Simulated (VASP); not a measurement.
BeS:

```
Be S
1.0
     0.00000    2.42500    2.42500
     2.42500    0.00000    2.42500
     2.42500    2.42500    0.00000
Be S
1 1
Direct
  0.00000 0.00000 0.00000
  0.75000 0.75000 0.75000
```

Base run:

| Quantity | Value |
| --- | --- |
| Program | VASP 6.6.1 |
| Functional | PBE |
| Potentials or basis | VASP PAW PBE potentials, release 64 (Be, S) |
| Cutoff | 520 eV |
| k mesh | 9 × 9 × 9 |
| Occupations | fermi-dirac, width 0.02 eV |
| Spin | no spin polarisation |

Its results: band gap on the k mesh 3.20 eV, indirect (least direct gap 5.67 eV); pressure 1.6 GPa.

The run is repeated on the same cell with these changes: k mesh from 9 × 9 × 9 to 3 × 3 × 3. What comes out?

Band gap on the k mesh 3.79 eV, indirect (least direct gap 5.62 eV); pressure 3.8 GPa.

Caveats: some runs use coarse meshes.

A k mesh can miss the band edges.
